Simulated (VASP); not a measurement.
# SiC (rocksalt type) (Fm-3m) in VASP: notebook

SiC (rocksalt type) is run at these levels: PBE; tasks: density of states.

Everything below comes from runs of VASP 6.6.1. Logs are shortened: lines on timing, memory, paths and dates and some standing lists are left out, and cuts for length are marked.

### Step 1. The cell of the first run

Symmetry: Fm-3m, No. 225, cubic system. Conventional cell: a = 4.056 Å, b = 4.056 Å, c = 4.056 Å, α = 90.00°, β = 90.00°, γ = 90.00°. Within 2.7 Å of Si (site symmetry m-3m) lie 6 C at 2.03 Å. Within 2.7 Å of C (site symmetry m-3m) lie 6 Si at 2.03 Å.

### Step 2. Density of states, PBE

Input file POSCAR:

```
SiC
1.0
    0.0000000000      2.0280690359      2.0280690359
    2.0280690359      0.0000000000      2.0280690359
    2.0280690359      2.0280690359      0.0000000000
Si C
1 1
Direct
    0.0000000000      0.0000000000      0.0000000000
    0.5000000000      0.5000000000      0.5000000000
```

Input file INCAR.step1:

```
PREC = Accurate
ENCUT = 520
EDIFF = 1E-6
ISMEAR = -1
SIGMA = 0.05
LREAL = F
LASPH = T
NELM = 80
ALGO = Normal
ISIF = 2
LWAVE = F
LCHARG = T
GGA = PE
NBANDS = 11
```

Input file KPOINTS.step1:

```
Automatic mesh
0
Gamma
  17 17 17
```

Input file INCAR.step2:

```
PREC = Accurate
ENCUT = 520
EDIFF = 1E-6
ISMEAR = -5
SIGMA = 0.05
LREAL = F
LASPH = T
NELM = 80
ALGO = Normal
ISIF = 2
LWAVE = F
LCHARG = F
GGA = PE
LORBIT = 11
NEDOS = 2001
ICHARG = 11
```

Input file KPOINTS.step2:

```
Automatic mesh
0
Gamma
  26 26 26
```

Potentials or basis: VASP PAW PBE potentials, release 64 (Si, C).

Run with:

```
$ cat potpaw_PBE.64/Si/POTCAR potpaw_PBE.64/C/POTCAR > POTCAR
$ cp INCAR.step1 INCAR
$ cp KPOINTS.step1 KPOINTS
$ mpirun -np 1 vasp_std > vasp.out
$ cp INCAR.step2 INCAR
$ cp KPOINTS.step2 KPOINTS
$ mpirun -np 1 vasp_std > vasp.out
```

OUTCAR:

```text
PREC = Accurate
   ENCUT = 520
   EDIFF = 1E-6
   ISMEAR = -5
   LREAL = F
   LASPH = T
   NELM = 80
   ISIF = 2
   GGA = PE
   LORBIT = 11
   ICHARG = 11

 ion  position               nearest neighbor table
   1  0.000  0.000  0.000-   2 2.03   2 2.03   2 2.03   2 2.03   2 2.03   2 2.03
   2  0.500  0.500  0.500-   1 2.03   1 2.03   1 2.03   1 2.03   1 2.03   1 2.03

  LATTYP: Found a face centered cubic cell.
 ALAT       =     4.0561380718

  Lattice vectors:

 A1 = (   0.0000000000,   2.0280690359,   2.0280690359)
 A2 = (   2.0280690359,   0.0000000000,   2.0280690359)
 A3 = (   2.0280690359,   2.0280690359,   0.0000000000)

Analysis of symmetry for initial positions (statically):
=====================================================================
 Subroutine PRICEL returns:
 Original cell was already a primitive cell.

 Routine SETGRP: Setting up the symmetry group for a
 face centered cubic supercell.

 Subroutine GETGRP returns: Found 48 space group operations
 (whereof 48 operations were pure point group operations)
 out of a pool of 48 trial point group operations.

The static configuration has the point symmetry O_h .

Analysis of symmetry for dynamics (positions and initial velocities):
=====================================================================
 Subroutine PRICEL returns:
 Original cell was already a primitive cell.

 Routine SETGRP: Setting up the symmetry group for a
 face centered cubic supercell.

 Subroutine GETGRP returns: Found 48 space group operations
 (whereof 48 operations were pure point group operations)
 out of a pool of 48 trial point group operations.

The dynamic configuration has the point symmetry O_h .

 Subroutine INISYM returns: Found 48 space group operations
 (whereof 48 operations are pure point group operations),
 and found     1 'primitive' translations

----------------------------------------------------------------------------------------

                                     Primitive cell

  volume of cell :      16.6832

  direct lattice vectors                    reciprocal lattice vectors
     0.000000000  2.028069036  2.028069036    -0.246539931  0.246539931  0.246539931
     2.028069036  0.000000000  2.028069036     0.246539931 -0.246539931  0.246539931
     2.028069036  2.028069036  0.000000000     0.246539931  0.246539931 -0.246539931

  length of vectors
     2.868122736  2.868122736  2.868122736     0.427019686  0.427019686  0.427019686

  position of ions in fractional coordinates (direct lattice)
     0.000000000  0.000000000  0.000000000
     0.500000000  0.500000000  0.500000000

  ion indices of the primitive-cell ions
   primitive index   ion index
                 1           1
                 2           2

----------------------------------------------------------------------------------------

 KPOINTS: Automatic mesh

Automatic generation of k-mesh.
 Grid dimensions read from file:
 generate k-points for:   26   26   26

 Generating k-lattice:

  Cartesian coordinates                     Fractional coordinates (reciprocal lattice)
    -0.009482305  0.009482305  0.009482305     0.038461538  0.000000000  0.000000000
     0.009482305 -0.009482305  0.009482305     0.000000000  0.038461538  0.000000000
     0.009482305  0.009482305 -0.009482305     0.000000000  0.000000000  0.038461538

  Length of vectors
     0.016423834  0.016423834  0.016423834

  Shift w.r.t. Gamma in fractional coordinates (k-lattice)
     0.000000000  0.000000000  0.000000000

 TETIRR: Found   2360 inequivalent tetrahedra from   105456

 Subroutine IBZKPT returns following result:
 ===========================================

 Found    511 irreducible k-points:

 Following reciprocal coordinates:
            Coordinates               Weight
  0.000000  0.000000  0.000000      1.000000
  0.038462  0.000000  0.000000      8.000000
  0.076923  0.000000  0.000000      8.000000
  0.115385  0.000000  0.000000      8.000000
  0.153846  0.000000  0.000000      8.000000
  0.192308  0.000000  0.000000      8.000000
[... 16 lines left out ...]
  0.346154  0.038462  0.000000     24.000000
  0.384615  0.038462  0.000000     24.000000
 [... further k-points ...]
   k-points           NKPTS =    511   k-points in BZ     NKDIM =    511   number of bands    NBANDS=      8
   number of dos      NEDOS =   2001   number of ions     NIONS =      2
   total plane-waves  NPLWV =  13824
   dimension x,y,z NGX =    24 NGY =   24 NGZ =   24
   dimension x,y,z NGXF=    48 NGYF=   48 NGZF=   48
   ions per type =               1   1
   NGX,Y,Z   is equivalent  to a cutoff of  13.91, 13.91, 13.91 a.u.
   NGXF,Y,Z  is equivalent  to a cutoff of  27.82, 27.82, 27.82 a.u.
 SYSTEM =  unknown system
   PREC   = accura    normal or accurate (medium, high low for compatibility)
   ISTART =      0    job   : 0-new  1-cont  2-samecut
   ICHARG =     11    charge: 1-file 2-atom 10-const
   ISPIN  =      1    spin polarized calculation?
   LNONCOLLINEAR =      F non collinear calculations
   LSORBIT =      F    spin-orbit coupling
   LASPH  =      T    aspherical Exc in radial PAW
   ENCUT  =  520.0 eV  38.22 Ry    6.18 a.u.   5.33  5.33  5.33*2*pi/ulx,y,z
   NELM   =     80;   NELMIN=  2; NELMDL=  0     # of ELM steps
   EDIFF  = 0.1E-05   stopping-criterion for ELM
   LREAL  =      F    real-space projection
   EDIFFG = 0.1E-04   stopping-criterion for IOM
   NSW    =      0    number of steps for IOM
   IBRION =     -1    ionic relax: 0-MD 1-quasi-New 2-CG
   NFREE  =      0    steps in history (QN), initial steepest desc. (CG)
   ISIF   =      2    stress and relaxation
   ISYM   =      2    0-nonsym 1-usesym 2-fastsym
   POTIM  = 0.5000    time-step for ionic-motion
   TEBEG  =    0.0;   TEEND  =   0.0 temperature during run
   PSTRESS=    0.0 pullay stress
   NELECT =       8.0000    total number of electrons
   NUPDOWN=      -1.0000    fix difference up-down
   EMIN   =  10.00;   EMAX   =-10.00  energy-range for DOS
   EFERMI =   0.00;   METHOD = LEGACY
   ISMEAR =    -5;   SIGMA  =   0.05  broadening in eV -4-tet -1-fermi 0-gaus
   EFERMI_NEDOS =   21; number of points for ismear=-14 and -15
   IALGO  =     38    algorithm
   IMIX   =      4    mixing-type and parameters
     AMIX     =   0.40;   BMIX     =  1.00
     AMIX_MAG =   1.60;   BMIX_MAG =  1.00
  volume/ion in A,a.u.               =       8.34        56.29
  Fermi-wavevector in a.u.,A,eV,Ry     =   1.281382  2.421462 22.339962  1.641941
  Thomas-Fermi vector in A             =   2.413755
   LORBIT       =     11    0 simple, 1 ext, 2 COOP (PROOUT), +10 PAW based schemes
   GGA     = PE    functional components
   LHFCALC =     F    Hartree Fock is set to
   AEXX    =    0.0000 exact exchange contribution
   IVDW    =     0    specifies the selected vdW correction
   LEPSILON=     F    determine dielectric tensor
   LRPA    =     F    only Hartree local field effects (RPA)
 non-spin polarized calculation
 Fermi weights with tetrahedron method with Bloechl corrections
  energy-cutoff  :      520.00
  volume of cell :       16.68
 maximum number of plane-waves:       465
 NGX is ok and might be reduce to    24

 number of electron       8.0000000 magnetization

 Free energy of the ion-electron system (eV)
  ---------------------------------------------------
  ext. energy  EPLUGINS =         0.00000000
  ---------------------------------------------------
  free energy    TOTEN  =       -13.57479363 eV

  energy without entropy =      -13.57479363  energy(sigma->0) =      -13.57479363

 E-fermi :  12.2475     XC(G=0): -12.6724

 val. band max:       12.3189121111   @ k =   0.0000   0.0000   0.0000
 cond. band min:      12.2230181915   @ k =   0.5000   0.4231   0.0385
 fundamental gap:     -0.0958939196
 Fermi energy:        12.2475050924

 k-point     1 :       0.0000    0.0000    0.0000
  band No.  band energies     occupation
      1      -6.0876      2.00000
      2      12.3189      1.28746
      3      12.3189     -0.12300
      4      12.3189     -0.12300
      5      19.6906      0.00000
      6      21.2575      0.00000
      7      21.2575      0.00000
      8      21.2575      0.00000

 k-point     2 :       0.0385    0.0000    0.0000
  band No.  band energies     occupation
      1      -6.0517      2.00000
      2      12.1084      2.03426
      3      12.2960      0.94954
      4      12.2960     -0.04213
      5      19.7745      0.00000
      6      21.1865      0.00000
      7      21.3233      0.00000
      8      21.3233      0.00000

 k-point     3 :       0.0769    0.0000    0.0000
  band No.  band energies     occupation
      1      -5.9441      2.00000
      2      11.5266      2.00000
      3      12.2304      1.95871
      4      12.2304      1.01310
      5      19.9076      0.00000
      6      21.1142      0.00000
      7      21.4906      0.00000
      8      21.4906      0.00000

 k-point     4 :       0.1154    0.0000    0.0000
  band No.  band energies     occupation
      1      -5.7652      2.00000
      2      10.6800      2.00000
      3      12.1313      2.00000
      4      12.1313      2.29029
      5      19.8333      0.00000
      6      21.3220      0.00000
      7      21.5816      0.00000
      8      21.5816      0.00000

 k-point     5 :       0.1538    0.0000    0.0000
  band No.  band energies     occupation
      1      -5.5153      2.00000
      2       9.6700      2.00000
      3      12.0104      2.00000
      4      12.0104      2.07037
      5      19.5718      0.00000
      6      21.2103      0.00000
      7      21.2103      0.00000
      8      21.7814      0.00000
[... 177 lines left out ...]
 k-point    22 :       0.3077    0.0385    0.0000
  band No.  band energies     occupation
      1      -3.9759      2.00000
      2       5.5520      2.00000
      3      11.2366      2.00000
      4      11.6619      2.00000
      5      18.3462      0.00000
      6      18.8175      0.00000
      7      19.4030      0.00000
      8      22.8211      0.00000

 k-point    23 :       0.3462    0.0385    0.0000
  band No.  band energies     occupation
      1      -3.4117      2.00000
      2       4.4456      2.00000
      3      11.1681      2.00000
      4      11.5285      2.00000
      5      17.9582      0.00000
      6      18.6414      0.00000
      7      18.8938      0.00000
      8      22.6667      0.00000

 k-point    24 :       0.3846    0.0385    0.0000
  band No.  band energies     occupation
      1      -2.7900      2.00000
      2       3.3842      2.00000
      3      11.1305      2.00000
      4      11.4024      2.00000
      5      17.6570      0.00000
      6      18.4626      0.00000
      7      18.5164      0.00000
      8      22.4737      0.00000

 [... further k-points ...]
[... 5 lines left out ...]
  --------------------------------------------------------------------------------------
  -------------------------------------------------------------------------------------
  Total        0.0111804      0.0111804      0.0111804      0.0000000     -0.0000000      0.0000000
  in kB        1.0737162      1.0737162      1.0737162      0.0000000     -0.0000000      0.0000000
  external PRESSURE =       1.0737162 kB  Pullay stress =       0.0000000 kB

 VOLUME and BASIS-vectors are now :
 -----------------------------------------------------------------------------
  energy-cutoff  :      520.00
  volume of cell :       16.68
      direct lattice vectors                 reciprocal lattice vectors
     0.000000000  2.028069036  2.028069036    -0.246539931  0.246539931  0.246539931
     2.028069036  0.000000000  2.028069036     0.246539931 -0.246539931  0.246539931
     2.028069036  2.028069036  0.000000000     0.246539931  0.246539931 -0.246539931

 POSITION                                       TOTAL-FORCE (eV/Angst)
 -----------------------------------------------------------------------------------
      0.00000      0.00000      0.00000         0.000000      0.000000     -0.000000
      2.02807      2.02807      2.02807        -0.000000     -0.000000      0.000000
 -----------------------------------------------------------------------------------
    total drift:                               -0.000000     -0.000000      0.000000

  FREE ENERGIE OF THE ION-ELECTRON SYSTEM (eV)
  ---------------------------------------------------
  free  energy   TOTEN  =       -13.5747936335 eV

  energy  without entropy=      -13.5747936335  energy(sigma->0) =      -13.57479363

 total charge

# of ion       s       p       d       tot
------------------------------------------
    1        0.656   0.832   0.000   1.489
    2        0.841   1.688   0.000   2.529
--------------------------------------------------
tot          1.498   2.521   0.000   4.018
```

Wall time 24 s (1 thread of Intel Xeon Platinum 8559C (Emerald Rapids), shared host); peak memory 0.19 GiB.

What came out:

```
Valence electrons inside the program's atomic spheres : Si 1.49; C 2.53
```

Levels at points of the mesh, in eV from the Fermi level:
```tsv
k point	band 1	band 2	band 3	band 4	band 5	band 6	band 7	band 8
(0.00, 0.00, 0.00)	-18.34	0.07	0.07	0.07	7.44	9.01	9.01	9.01
(0.50, 0.00, 0.00)	-13.18	-11.43	-0.97	-0.97	5.30	5.30	5.95	9.60
(0.50, 0.50, 0.00)	-11.43	-9.69	-4.21	-4.21	-0.91	2.63	14.82	14.84
```

Caveat: tetrahedron occupations give inexact forces and stress in metals.

### Step 3. Density of states, PBE (volume scaled by 0.72)

Input file POSCAR:

```
SiC
1.0
    0.0000000000      1.8177196408      1.8177196408
    1.8177196408      0.0000000000      1.8177196408
    1.8177196408      1.8177196408      0.0000000000
Si C
1 1
Direct
    0.0000000000      0.0000000000      0.0000000000
    0.5000000000      0.5000000000      0.5000000000
```

Input file INCAR.step1:

```
SYSTEM = SiC
PREC = Accurate ; ENCUT = 520
EDIFF = 1E-6 ; ISMEAR = -1
SIGMA = 0.05 ; LREAL = .FALSE.
LASPH = .TRUE. ; NELM = 80
ALGO = Normal ; ISIF = 2
LWAVE = .FALSE. ; LCHARG = .TRUE.
GGA = PE ; NBANDS = 11
```

Input file KPOINTS.step1:

```
regular mesh
0
G
  17 17 17
  0 0 0
```

Input file INCAR.step2:

```
SYSTEM = SiC
PREC = Accurate ; ENCUT = 520
EDIFF = 1E-6 ; ISMEAR = -5
SIGMA = 0.05 ; LREAL = .FALSE.
LASPH = .TRUE. ; NELM = 80
ALGO = Normal ; ISIF = 2
LWAVE = .FALSE. ; LCHARG = .FALSE.
GGA = PE ; LORBIT = 11
NEDOS = 1001 ; ICHARG = 11
```

Input file KPOINTS.step2:

```
regular mesh
0
G
  26 26 26
  0 0 0
```

Potentials or basis: VASP PAW PBE potentials, release 64 (Si, C).

Run with:

```
$ cat potpaw_PBE.64/Si/POTCAR potpaw_PBE.64/C/POTCAR > POTCAR
$ cp INCAR.step1 INCAR
$ cp KPOINTS.step1 KPOINTS
$ mpirun -np 1 vasp_std > vasp.out
$ cp INCAR.step2 INCAR
$ cp KPOINTS.step2 KPOINTS
$ mpirun -np 1 vasp_std > vasp.out
```

Run time: 49 s. Hardware: 1 thread of Intel Xeon Platinum 8259CL at 2.50GHz (Skylake/Cascade Lake), shared host; peak memory 0.16 GiB.

The run converged. Its results:

```
Valence electrons inside the program's atomic spheres : Si 1.80; C 2.96
```

Levels at points of the mesh, in eV from the valence-band top:
```
           k point  band 1  band 2  band 3  band 4  band 5  band 6  band 7  band 8
(0.00, 0.00, 0.00)  -22.64    0.00    0.00    0.00    8.98    8.98    8.98   14.18
(0.50, 0.00, 0.00)  -16.07  -14.45   -2.09   -2.09    6.98    6.98    8.05   13.39
(0.50, 0.50, 0.00)  -13.34  -13.07   -5.72   -5.72    0.81    1.60   19.81   20.17
```

[end of part 1 of 2]
